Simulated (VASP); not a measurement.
Set up this calculation in VASP 6.6.1, as the native input.

```yaml
Task: single point
Functional: PBE
Potentials_or_basis: VASP PAW PBE potentials, release 64 (C, O)
Cutoff: 520 eV
k_mesh: 6 × 6 × 6
Occupations: gaussian, width 0.05 eV
Spin: no spin polarisation
Dipole_correction: no
Further_INCAR_settings: ALGO = Normal; EDIFF = 1e-06; NBANDS = 25
```

The structure of CO2 lies in POSCAR:

```
CO2
1.0
    4.2272127900      0.0000000000      0.0000000000
    0.0000000000      4.2272127900      0.0000000000
    0.0000000000      0.0000000000      4.6877715900
C O
2 4
Direct
    0.5000000000      0.5000000000      0.5000000000
    0.0000000000      0.0000000000      0.0000000000
    0.3048268600      0.6951731400      0.5000000000
    0.6951731400      0.3048268600      0.5000000000
    0.1951731400      0.1951731400      0.0000000000
    0.8048268600      0.8048268600      0.0000000000
```

These files were run (other wordings do the same):

INCAR

```
SYSTEM = CO2
  PREC = Accurate
  ENCUT = 520
  EDIFF = 1E-6
  ISMEAR = 0
  SIGMA = 0.05
  LREAL = .FALSE.
  LASPH = .TRUE.
  NELM = 100
  ALGO = Normal
  ISIF = 2
  LWAVE = .FALSE.
  LCHARG = .TRUE.
  GGA = PE
  LELF = .TRUE.
  LVHAR = .TRUE.
  NBANDS = 25
```

KPOINTS

```
regular mesh
0
G
  6 6 6
  0 0 0
```

Potentials or basis: VASP PAW PBE potentials, release 64 (C, O).

The run is started by

```sh
$ cat potpaw_PBE.64/C/POTCAR potpaw_PBE.64/O/POTCAR > POTCAR
$ mpirun -np 1 vasp_std > vasp.out
```

It gave:

* Pressure: 4.1 GPa
* Largest force: 0.781 eV/Å
* Band gap on the k mesh: 6.57 eV, indirect (least direct gap 7.04 eV)

It took 58 s on 1 thread of Intel(R) Xeon(R) Platinum 8488C (Sapphire Rapids) (shared host), peak memory 0.21 GiB.
